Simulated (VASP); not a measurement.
HgTe: electric field gradients with PBE

The system is HgTe.

```xyz
2
Lattice="0.0000 3.2501 3.2501 3.2501 0.0000 3.2501 3.2501 3.2501 0.0000" Properties=species:S:1:pos:R:3 pbc="T T T"
Hg    0.0000    0.0000    0.0000
Te    4.8752    4.8752    4.8752
```

This cell differs from its parent crystal: volume scaled by 1.025.

```
Program                : VASP 6.6.1
Task                   : electric field gradients
Functional             : PBE
Potentials or basis    : VASP PAW PBE potentials, release 64 (Hg, Te)
Cutoff                 : 520 eV
k mesh                 : 11 × 11 × 11
Occupations            : fermi-dirac, width 0.03 eV
Spin                   : no spin polarisation
Dipole correction      : no
Further INCAR settings : ALGO = Normal; EDIFF = 1e-08; NBANDS = 16
```

The pressure is 2.9 GPa. The band gap on the k mesh is zero (filled and empty bands touch).

Levels at points of the mesh, in eV from the Fermi level:
```tsv
k point	band 7	band 8	band 9	band 10	band 11	band 12
(0.00, 0.00, 0.00)	-0.80	-0.03	-0.03	-0.03	4.23	4.23
```

Run time: 56 s on 1 thread of Intel(R) Xeon(R) Platinum 8375C CPU @ 2.90GHz (Ice Lake) (shared host), peak memory 0.24 GiB.

Caveat: without QUAD_EFG the Cq values of the log hold for a quadrupole moment of 1 mb, not for the nuclei; spin-orbit coupling is left out, which moves the levels of the heavy elements.
